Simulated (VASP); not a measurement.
Here is a VASP 6.6.1 calculation.

File INCAR:

```
  ALGO = Normal
  EDIFF = 1E-6
  ENCUT = 520
  ISIF = 2
  ISMEAR = 0
  LASPH = True
  LCHARG = True
  LELF = True
  LREAL = False
  LVHAR = True
  LWAVE = False
  NBANDS = 18
  NELM = 60
  PREC = Accurate
  SIGMA = 0.05
```

Contents of KPOINTS:

```
k-points
0
Gamma
  12 12 6
```

File POSCAR:

```
NiO2
1.0
    2.6872726493      0.0000000000      0.0000000000
   -1.3436363247      2.3272463812      0.0000000000
    0.0000000000      0.0000000000      4.4458238710
Ni O
1 2
Direct
    0.0000000000      0.0000000000      0.5000000000
    0.6666666667      0.3333333333      0.6829609091
    0.3333333333      0.6666666667      0.3170390909
```

Potentials or basis: VASP PAW LDA potentials, release 64 (Ni, O).

Launch:

```sh
$ cat potpaw_LDA.64/Ni/POTCAR potpaw_LDA.64/O/POTCAR > POTCAR
$ mpirun -np 1 vasp_std > vasp.out
```

(1) Predict the largest force.

(2) Estimate the band gap on the k mesh.

(3) Predict the pressure.

Answers

(1) 3.671 eV/Å.

(2) 1.00 eV, indirect (least direct gap 1.57 eV).

(3) 41.7 GPa.

Caveat: forces of over 1 eV/Å act on the atoms, so gaps and moduli don't describe the material at rest.
